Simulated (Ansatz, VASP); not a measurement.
BeCd in VASP and in Ansatz

```
Be Cd
1.0
     4.87732    0.00000    0.00000
     0.00000    4.87732    0.00000
     0.00000    0.00000    4.87732
Be Cd
4 4
Direct
  0.13400 0.13400 0.13400
  0.36600 0.86600 0.63400
  0.63400 0.36600 0.86600
  0.86600 0.63400 0.36600
  0.84450 0.84450 0.84450
  0.65550 0.15550 0.34450
  0.34450 0.65550 0.15550
  0.15550 0.34450 0.65550
```

Alike in both runs: task relaxation of cell and atoms; functional PBE; k mesh 4 × 4 × 4; occupations gaussian, width 0.1 eV; no spin polarisation.

|  | VASP | Ansatz |
| --- | --- | --- |
| version | VASP 6.6.1 | Ansatz 0.2.0 |
| potentials or method | VASP PAW PBE potentials, release 64 (Be, Cd), cutoff 600 eV | scalar-relativistic, plane waves, PAW |
| valence electrons in the cell | 56 | 88 |

Ansatz gave:

```
gap on the k mesh at the Fermi level, each at its own relaxed structure (eV) : none
relaxed volume (Å³/atom)                                                     : 15.25
relaxed cell length with the largest relative difference (Å)                 : 4.959
```

Task: Estimate VASP's values.

Result: gap on the k mesh at the Fermi level, each at its own relaxed structure (eV): none; relaxed volume (Å³/atom): 15.28; relaxed cell length with the largest relative difference (Å): 4.963.

A gap of «none» marks a metal or a gap that the smearing closes. VASP's potentials hold 56 valence electrons a cell and Ansatz's 88, so a difference there can come from the potentials and not from the codes.
